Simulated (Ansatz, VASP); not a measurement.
# Two plane-wave programs on TiN

```
Ti N
1.0
     0.00000    2.12339    2.12339
     2.12339    0.00000    2.12339
     2.12339    2.12339    0.00000
Ti N
1 1
Direct
  0.00000 0.00000 0.00000
  0.50000 0.50000 0.50000
```

Alike in both runs: functional PBE; k mesh 14 × 14 × 14; occupations gaussian, width 0.1 eV; no spin polarisation.

Ansatz relaxed the structure, and its values are those at the end. VASP's run is a single point on that final structure, the one shown.

|  | VASP | Ansatz |
| --- | --- | --- |
| version | VASP 6.6.1 | Ansatz 0.2.0 |
| potentials or method | VASP PAW PBE potentials, release 64 (Ti_sv, N), cutoff 520 eV | scalar-relativistic, plane waves, PAW |
| valence electrons in the cell | 17 | 17 |

```tsv
	VASP	Ansatz	Ansatz less VASP
gap on the k mesh at the Fermi level (eV)	none	none	-
pressure (GPa)	0.5	0.0	-0.47
```

A gap of «none» marks a metal or a gap that the smearing closes.
